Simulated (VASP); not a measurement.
# K (Fd-3m) in VASP: further runs

K is run at these levels: PBE; tasks: single point.

Everything below comes from runs of VASP 6.6.1. Logs are shortened: lines on timing, memory, paths and dates and some standing lists are left out, and cuts for length are marked.

## Step 1: The cell of the first run

The structure is cubic, space group Fd-3m (No. 227). The conventional cell has a = 9.348 Å, b = 9.348 Å, c = 9.348 Å, α = 90.00°, β = 90.00°, γ = 90.00°. Within 5.3 Å of K (site symmetry -43m) lie 4 K at 4.05 Å.

This isn't the form of K at room conditions, which is bcc.

## Step 2: Single point, PBE (102.10 Å³/atom)

POSCAR reads:

```
K
1.0
    0.0000000000      4.6738279009      4.6738279009
    4.6738279009      0.0000000000      4.6738279009
    4.6738279009      4.6738279009      0.0000000000
K
2
Direct
   -0.1250000000     -0.1250000000     -0.1250000000
    0.1250000000      0.1250000000      0.1250000000
```

INCAR.step1 reads:

```
PREC = Accurate
ENCUT = 520
EDIFF = 1E-6
ISMEAR = -1
SIGMA = 0.1
LREAL = False
LASPH = True
NELM = 100
ALGO = Normal
ISIF = 2
LWAVE = False
LCHARG = True
GGA = PE
NBANDS = 16
```

KPOINTS.step1 reads:

```
regular mesh
0
Gamma
  8 8 8
```

INCAR.step2 reads:

```
PREC = Accurate
ENCUT = 520
EDIFF = 1E-6
ISMEAR = -5
SIGMA = 0.1
LREAL = False
LASPH = True
NELM = 100
ALGO = Normal
ISIF = 2
LWAVE = False
LCHARG = False
GGA = PE
LORBIT = 11
NBANDS = 16
NEDOS = 1001
ICHARG = 11
```

KPOINTS.step2 reads:

```
regular mesh
0
Gamma
  12 12 12
```

Potentials or basis: VASP PAW PBE potentials, release 64 (K_sv).

The run is started by

```sh
$ cat potpaw_PBE.64/K_sv/POTCAR > POTCAR
$ cp INCAR.step1 INCAR
$ cp KPOINTS.step1 KPOINTS
$ mpirun -np 1 vasp_std > vasp.out
$ cp INCAR.step2 INCAR
$ cp KPOINTS.step2 KPOINTS
$ mpirun -np 1 vasp_std > vasp.out
```

OUTCAR:

```text
PREC = Accurate
   ENCUT = 520
   EDIFF = 1E-6
   ISMEAR = -5
   LREAL = False
   LASPH = True
   NELM = 100
   ISIF = 2
   GGA = PE
   LORBIT = 11
   ICHARG = 11

 ion  position               nearest neighbor table
   1  0.875  0.875  0.875-
   2  0.125  0.125  0.125-

  LATTYP: Found a face centered cubic cell.
 ALAT       =     9.3476558018

  Lattice vectors:

 A1 = (   0.0000000000,   4.6738279009,   4.6738279009)
 A2 = (   4.6738279009,   0.0000000000,   4.6738279009)
 A3 = (   4.6738279009,   4.6738279009,   0.0000000000)

Analysis of symmetry for initial positions (statically):
=====================================================================
 Subroutine PRICEL returns:
 Original cell was already a primitive cell.

 Routine SETGRP: Setting up the symmetry group for a
 face centered cubic supercell.

 Subroutine GETGRP returns: Found 48 space group operations
 (whereof 12 operations were pure point group operations)
 out of a pool of 48 trial point group operations.

The static configuration has the point symmetry D_3d.
 The point group associated with its full space group is O_h .

Analysis of symmetry for dynamics (positions and initial velocities):
=====================================================================
 Subroutine PRICEL returns:
 Original cell was already a primitive cell.

 Routine SETGRP: Setting up the symmetry group for a
 face centered cubic supercell.

 Subroutine GETGRP returns: Found 48 space group operations
 (whereof 12 operations were pure point group operations)
 out of a pool of 48 trial point group operations.

The dynamic configuration has the point symmetry D_3d.
 The point group associated with its full space group is O_h .

 Subroutine INISYM returns: Found 48 space group operations
 (whereof 12 operations are pure point group operations),
 and found     1 'primitive' translations

----------------------------------------------------------------------------------------

                                     Primitive cell

  volume of cell :     204.1964

  direct lattice vectors                    reciprocal lattice vectors
     0.000000000  4.673827901  4.673827901    -0.106978693  0.106978693  0.106978693
     4.673827901  0.000000000  4.673827901     0.106978693 -0.106978693  0.106978693
     4.673827901  4.673827901  0.000000000     0.106978693  0.106978693 -0.106978693

  length of vectors
     6.609790806  6.609790806  6.609790806     0.185292532  0.185292532  0.185292532

  position of ions in fractional coordinates (direct lattice)
     0.875000000  0.875000000  0.875000000
     0.125000000  0.125000000  0.125000000

  ion indices of the primitive-cell ions
   primitive index   ion index
                 1           1
                 2           2

----------------------------------------------------------------------------------------

 KPOINTS: regular mesh

Automatic generation of k-mesh.
 Grid dimensions read from file:
 generate k-points for:   12   12   12

 Generating k-lattice:

  Cartesian coordinates                     Fractional coordinates (reciprocal lattice)
    -0.008914891  0.008914891  0.008914891     0.083333333  0.000000000  0.000000000
     0.008914891 -0.008914891  0.008914891     0.000000000  0.083333333  0.000000000
     0.008914891  0.008914891 -0.008914891     0.000000000  0.000000000  0.083333333

  Length of vectors
     0.015441044  0.015441044  0.015441044

  Shift w.r.t. Gamma in fractional coordinates (k-lattice)
     0.000000000  0.000000000  0.000000000

 TETIRR: Found    247 inequivalent tetrahedra from    10368

 Subroutine IBZKPT returns following result:
 ===========================================

 Found     72 irreducible k-points:

 Following reciprocal coordinates:
            Coordinates               Weight
  0.000000  0.000000  0.000000      1.000000
  0.083333  0.000000  0.000000      8.000000
  0.166667  0.000000  0.000000      8.000000
  0.250000  0.000000  0.000000      8.000000
  0.333333  0.000000  0.000000      8.000000
  0.416667  0.000000  0.000000      8.000000
[... 16 lines left out ...]
  0.500000  0.166667  0.000000     24.000000
 -0.416667  0.166667  0.000000     24.000000
 [... further k-points ...]
   k-points           NKPTS =     72   k-points in BZ     NKDIM =     72   number of bands    NBANDS=     16
   number of dos      NEDOS =   1001   number of ions     NIONS =      2
   total plane-waves  NPLWV = 125000
   dimension x,y,z NGX =    50 NGY =   50 NGZ =   50
   dimension x,y,z NGXF=   100 NGYF=  100 NGZF=  100
   ions per type =               2
   NGX,Y,Z   is equivalent  to a cutoff of  12.58, 12.58, 12.58 a.u.
   NGXF,Y,Z  is equivalent  to a cutoff of  25.15, 25.15, 25.15 a.u.
 SYSTEM =  unknown system
   PREC   = accura    normal or accurate (medium, high low for compatibility)
   ISTART =      0    job   : 0-new  1-cont  2-samecut
   ICHARG =     11    charge: 1-file 2-atom 10-const
   ISPIN  =      1    spin polarized calculation?
   LNONCOLLINEAR =      F non collinear calculations
   LSORBIT =      F    spin-orbit coupling
   LASPH  =      T    aspherical Exc in radial PAW
   ENCUT  =  520.0 eV  38.22 Ry    6.18 a.u.  12.29 12.29 12.29*2*pi/ulx,y,z
   NELM   =    100;   NELMIN=  2; NELMDL=  0     # of ELM steps
   EDIFF  = 0.1E-05   stopping-criterion for ELM
   LREAL  =      F    real-space projection
   EDIFFG = 0.1E-04   stopping-criterion for IOM
   NSW    =      0    number of steps for IOM
   IBRION =     -1    ionic relax: 0-MD 1-quasi-New 2-CG
   NFREE  =      0    steps in history (QN), initial steepest desc. (CG)
   ISIF   =      2    stress and relaxation
   ISYM   =      2    0-nonsym 1-usesym 2-fastsym
   POTIM  = 0.5000    time-step for ionic-motion
   TEBEG  =    0.0;   TEEND  =   0.0 temperature during run
   PSTRESS=    0.0 pullay stress
   NELECT =      18.0000    total number of electrons
   NUPDOWN=      -1.0000    fix difference up-down
   EMIN   =  10.00;   EMAX   =-10.00  energy-range for DOS
   EFERMI =   0.00;   METHOD = LEGACY
   ISMEAR =    -5;   SIGMA  =   0.10  broadening in eV -4-tet -1-fermi 0-gaus
   EFERMI_NEDOS =   21; number of points for ismear=-14 and -15
   IALGO  =     38    algorithm
   IMIX   =      4    mixing-type and parameters
     AMIX     =   0.40;   BMIX     =  1.00
     AMIX_MAG =   1.60;   BMIX_MAG =  1.00
  volume/ion in A,a.u.               =     102.10       688.99
  Fermi-wavevector in a.u.,A,eV,Ry     =   0.728590  1.376835  7.222554  0.530843
  Thomas-Fermi vector in A             =   1.820101
   LORBIT       =     11    0 simple, 1 ext, 2 COOP (PROOUT), +10 PAW based schemes
   GGA     = PE    functional components
   LHFCALC =     F    Hartree Fock is set to
   AEXX    =    0.0000 exact exchange contribution
   IVDW    =     0    specifies the selected vdW correction
   LEPSILON=     F    determine dielectric tensor
   LRPA    =     F    only Hartree local field effects (RPA)
 non-spin polarized calculation
 Fermi weights with tetrahedron method with Bloechl corrections
  energy-cutoff  :      520.00
  volume of cell :      204.20
 maximum number of plane-waves:      5577
 NGX is ok and might be reduce to    50

 number of electron      17.9999999 magnetization

 Free energy of the ion-electron system (eV)
  ---------------------------------------------------
  ext. energy  EPLUGINS =         0.00000000
  ---------------------------------------------------
  free energy    TOTEN  =        -1.49351998 eV

  energy without entropy =       -1.49351998  energy(sigma->0) =       -1.49351998

 E-fermi :  -0.6598     XC(G=0):  -4.8426

 val. band max:       -0.5857123070   @ k =  -0.4167   0.4167   0.0000
 cond. band min:      -0.6598214421   @ k =  -0.4167   0.1667   0.0000
 fundamental gap:     -0.0741091351
 Fermi energy:        -0.6597945919

 k-point     1 :       0.0000    0.0000    0.0000
  band No.  band energies     occupation
      1     -33.2893      2.00000
      2     -33.2712      2.00000
      3     -16.7988      2.00000
      4     -16.7988      2.00000
      5     -16.7988      2.00000
      6     -16.7235      2.00000
[... 8 lines left out ...]
     15       2.0776      0.00000
     16       2.0864      0.00000

 k-point     2 :       0.0833    0.0000    0.0000
  band No.  band energies     occupation
      1     -33.2891      2.00000
      2     -33.2714      2.00000
      3     -16.7993      2.00000
      4     -16.7993      2.00000
      5     -16.7986      2.00000
      6     -16.7238      2.00000
[... 8 lines left out ...]
     15       2.0758      0.00000
     16       2.1287      0.00000

 k-point     3 :       0.1667    0.0000    0.0000
  band No.  band energies     occupation
      1     -33.2884      2.00000
      2     -33.2721      2.00000
      3     -16.8009      2.00000
      4     -16.8009      2.00000
      5     -16.7982      2.00000
      6     -16.7245      2.00000
[... 8 lines left out ...]
     15       2.0398      0.00000
     16       2.2559      0.00000

 k-point     4 :       0.2500    0.0000    0.0000
  band No.  band energies     occupation
      1     -33.2874      2.00000
      2     -33.2731      2.00000
      3     -16.8029      2.00000
      4     -16.8029      2.00000
      5     -16.7976      2.00000
      6     -16.7255      2.00000
[... 8 lines left out ...]
     15       1.9955      0.00000
     16       2.4149      0.00000

 k-point     5 :       0.3333    0.0000    0.0000
  band No.  band energies     occupation
      1     -33.2863      2.00000
      2     -33.2743      2.00000
      3     -16.8048      2.00000
      4     -16.8048      2.00000
      5     -16.7971      2.00000
      6     -16.7265      2.00000
[... 8 lines left out ...]
     15       1.9531      0.00000
     16       2.5819      0.00000

 k-point     6 :       0.4167    0.0000    0.0000
  band No.  band energies     occupation
      1     -33.2852      2.00000
      2     -33.2753      2.00000
      3     -16.8062      2.00000
      4     -16.8062      2.00000
      5     -16.7967      2.00000
      6     -16.7273      2.00000
[... 8 lines left out ...]
     15       1.9231      0.00000
     16       2.7223      0.00000
[... 267 lines left out ...]
 k-point    21 :       0.3333    0.1667    0.0000
  band No.  band energies     occupation
      1     -33.2863      2.00000
      2     -33.2743      2.00000
      3     -16.8078      2.00000
      4     -16.8072      2.00000
      5     -16.7895      2.00000
      6     -16.7338      2.00000
[... 8 lines left out ...]
     15       2.2716      0.00000
     16       2.5697      0.00000

 k-point    22 :       0.4167    0.1667    0.0000
  band No.  band energies     occupation
      1     -33.2851      2.00000
      2     -33.2755      2.00000
      3     -16.8101      2.00000
      4     -16.8084      2.00000
      5     -16.7877      2.00000
      6     -16.7358      2.00000
[... 8 lines left out ...]
     15       2.2225      0.00000
     16       2.6601      0.00000

 k-point    23 :       0.5000    0.1667    0.0000
  band No.  band energies     occupation
      1     -33.2842      2.00000
      2     -33.2764      2.00000
      3     -16.8118      2.00000
      4     -16.8087      2.00000
      5     -16.7867      2.00000
      6     -16.7369      2.00000
[... 8 lines left out ...]
     15       2.3277      0.00000
     16       2.8351      0.00000

 k-point    24 :      -0.4167    0.1667    0.0000
  band No.  band energies     occupation
      1     -33.2841      2.00000
      2     -33.2765      2.00000
      3     -16.8124      2.00000
      4     -16.8081      2.00000
      5     -16.7870      2.00000
      6     -16.7367      2.00000
[... 8 lines left out ...]
     15       2.3678      0.00000
     16       2.7573      0.00000

 [... further k-points ...]

------------------------ aborting loop because EDIFF is reached ----------------------------------------

  FORCE on cell =-STRESS in cart. coord.  units (eV):
  Direction    XX          YY          ZZ          XY          YZ          ZX
  --------------------------------------------------------------------------------------
  -------------------------------------------------------------------------------------
  Total        0.2070529      0.2070529      0.2070529      0.0000000      0.0000000      0.0000000
  in kB        1.6245899      1.6245899      1.6245899      0.0000000      0.0000000      0.0000000
  external PRESSURE =       1.6245899 kB  Pullay stress =       0.0000000 kB

 VOLUME and BASIS-vectors are now :
 -----------------------------------------------------------------------------
  energy-cutoff  :      520.00
  volume of cell :      204.20
      direct lattice vectors                 reciprocal lattice vectors
     0.000000000  4.673827901  4.673827901    -0.106978693  0.106978693  0.106978693
     4.673827901  0.000000000  4.673827901     0.106978693 -0.106978693  0.106978693
     4.673827901  4.673827901  0.000000000     0.106978693  0.106978693 -0.106978693

 POSITION                                       TOTAL-FORCE (eV/Angst)
 -----------------------------------------------------------------------------------
      8.17920      8.17920      8.17920        -0.000000      0.000000      0.000000
      1.16846      1.16846      1.16846         0.000000     -0.000000     -0.000000
 -----------------------------------------------------------------------------------
    total drift:                                0.000000      0.000000     -0.000000

  FREE ENERGIE OF THE ION-ELECTRON SYSTEM (eV)
  ---------------------------------------------------
  free  energy   TOTEN  =        -1.4935199805 eV

  energy  without entropy=       -1.4935199805  energy(sigma->0) =       -1.49351998

 total charge

# of ion       s       p       d       tot
------------------------------------------
    1        1.990   5.544   0.003   7.537
    2        1.990   5.544   0.003   7.537
--------------------------------------------------
tot          3.980  11.088   0.006  15.074
```

Run time: 4.3 min. Hardware: 1 thread of Oxide Virtual Turin-like, shared host; peak memory 0.39 GiB.

What came out:

| Item | Value |
| --- | --- |
| Valence electrons inside the program's atomic spheres | K 7.54 |

Levels at points of the mesh, in eV from the Fermi level:
```csv
k point,band 7,band 8,band 9,band 10,band 11,band 12
"(0.00, 0.00, 0.00)",-16.06,-16.06,-1.78,2.42,2.42,2.42
"(0.50, 0.00, 0.00)",-16.06,-16.06,-0.62,-0.15,2.14,2.14
"(0.50, 0.50, 0.00)",-16.05,-16.05,0.02,0.02,1.40,1.40
```

## Step 3: Single point, PBE

This run uses another cell than the first one, of 110.98 Å³/atom.

POSCAR reads:

```
K
1.0
    0.0000000000      4.8055537704      4.8055537704
    4.8055537704      0.0000000000      4.8055537704
    4.8055537704      4.8055537704      0.0000000000
K
2
Direct
   -0.1250000000     -0.1250000000     -0.1250000000
    0.1250000000      0.1250000000      0.1250000000
```

INCAR.step1 reads:

```
  ALGO = Normal
  EDIFF = 1E-6
  ENCUT = 520
  GGA = PE
  ISIF = 2
  ISMEAR = -1
  LASPH = True
  LCHARG = True
  LREAL = False
  LWAVE = False
  NBANDS = 16
  NELM = 60
  PREC = Accurate
  SIGMA = 0.1
```

KPOINTS.step1 reads:

```
k-points
0
Gamma
  8 8 8
```

INCAR.step2 reads:

```
  ALGO = Normal
  EDIFF = 1E-6
  ENCUT = 520
  GGA = PE
  ICHARG = 11
  ISIF = 2
  ISMEAR = -5
  LASPH = True
  LCHARG = False
  LORBIT = 10
  LREAL = False
  LWAVE = False
  NEDOS = 2001
  NELM = 60
  PREC = Accurate
  SIGMA = 0.1
```

KPOINTS.step2 reads:

```
k-points
0
Gamma
  12 12 12
```

Potentials or basis: VASP PAW PBE potentials, release 64 (K_sv).

The run is started by

```sh
$ cat potpaw_PBE.64/K_sv/POTCAR > POTCAR
$ cp INCAR.step1 INCAR
$ cp KPOINTS.step1 KPOINTS
$ mpirun -np 1 vasp_std > vasp.out
$ cp INCAR.step2 INCAR
$ cp KPOINTS.step2 KPOINTS
$ mpirun -np 1 vasp_std > vasp.out
```

It took 4.9 min on 1 thread of Oxide Virtual Turin-like, shared host; peak memory 0.43 GiB.

It converged, with:

```
Valence electrons inside the program's atomic spheres : K 7.54
```

Levels at points of the mesh, in eV from the Fermi level:
| k point | band 7 | band 8 | band 9 | band 10 | band 11 | band 12 |
| --- | --- | --- | --- | --- | --- | --- |
| (0.00, 0.00, 0.00) | -16.07 | -16.07 | -1.68 | 2.34 | 2.34 | 2.34 |
| (0.50, 0.00, 0.00) | -16.06 | -16.06 | -0.61 | -0.11 | 2.14 | 2.14 |
| (0.50, 0.50, 0.00) | -16.06 | -16.06 | 0.01 | 0.01 | 1.40 | 1.40 |
